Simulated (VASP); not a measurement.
Set up this calculation in VASP 6.6.1, as the native input.

```
Task                               : single point
Functional                         : HSE06
Potentials or basis                : VASP PAW PBE potentials, release 64 (S, Mg)
Cutoff                             : 520 eV
k mesh                             : 6 × 6 × 6
Occupations                        : fermi-dirac, width 0.05 eV
Spin                               : no spin polarisation
Dipole correction                  : no
Grid for exact exchange (PRECFOCK) : Normal
Further INCAR settings             : ALGO = Normal; EDIFF = 1e-06; NBANDS = 11
Screening parameter                : 0.2079 1/Å
```

Crystal: MgS (Niningerite).

```xyz
2
Lattice="0.0000 2.6016 2.6016 2.6016 0.0000 2.6016 2.6016 2.6016 0.0000" Properties=species:S:1:pos:R:3 pbc="T T T"
S     2.6016    2.6016    2.6016
Mg    0.0000    0.0000    0.0000
```

One way to write it, as run:

POSCAR

```
MgS
1.0
    0.0000000000      2.6016500000      2.6016500000
    2.6016500000      0.0000000000      2.6016500000
    2.6016500000      2.6016500000      0.0000000000
S Mg
1 1
Direct
    0.5000000000      0.5000000000      0.5000000000
    0.0000000000      0.0000000000      0.0000000000
```

INCAR.step1

```
PREC     = Accurate       # precision mode
ENCUT    = 520            # plane-wave cutoff, eV
EDIFF    = 1E-5           # SCF threshold, eV
ISMEAR   = -1             # smearing method
SIGMA    = 0.05           # smearing width, eV
LREAL    = False          # projectors in reciprocal space
LASPH    = True           # aspherical terms in the spheres
NELM     = 80             # most SCF steps
ALGO     = Normal         # electronic algorithm
ISIF     = 2              # what is computed and relaxed
LWAVE    = True           # write WAVECAR
NBANDS   = 11             # bands
GGA      = PE             # functional
```

INCAR.step2

```
PREC     = Accurate       # precision mode
ENCUT    = 520            # plane-wave cutoff, eV
EDIFF    = 1E-6           # SCF threshold, eV
ISMEAR   = -1             # smearing method
SIGMA    = 0.05           # smearing width, eV
LREAL    = False          # projectors in reciprocal space
LASPH    = True           # aspherical terms in the spheres
NELM     = 80             # most SCF steps
ALGO     = Normal         # electronic algorithm
ISIF     = 2              # what is computed and relaxed
LWAVE    = False          # write WAVECAR
LCHARG   = True           # write CHGCAR
GGA      = PE             # functional
LHFCALC  = True           # exact exchange
HFSCREEN = 0.2079         # screening, 1/A
PRECFOCK = Normal       
LELF     = True           # ELF
LVHAR    = True         
NBANDS   = 11             # bands
ISTART   = 1
```

KPOINTS

```
regular mesh
0
Gamma
  6 6 6
```

Potentials or basis: VASP PAW PBE potentials, release 64 (S, Mg).

The run is started by

```sh
$ cat potpaw_PBE.64/S/POTCAR potpaw_PBE.64/Mg/POTCAR > POTCAR
$ cp INCAR.step1 INCAR
$ mpirun -np 1 vasp_std > vasp.out
$ cp INCAR.step2 INCAR
$ mpirun -np 1 vasp_std > vasp.out
```

It gave:

```json
{"Pressure": "-0.7 GPa", "Band gap on the k mesh": "3.75 eV, indirect (least direct gap 4.79 eV)"}
```

Caveat: the PAW data sets were made with another functional, which shifts forces and pressure a little.

It took 8.3 min on 1 thread of Intel(R) Xeon(R) Platinum 8488C (Sapphire Rapids) (shared host), peak memory 0.27 GiB.
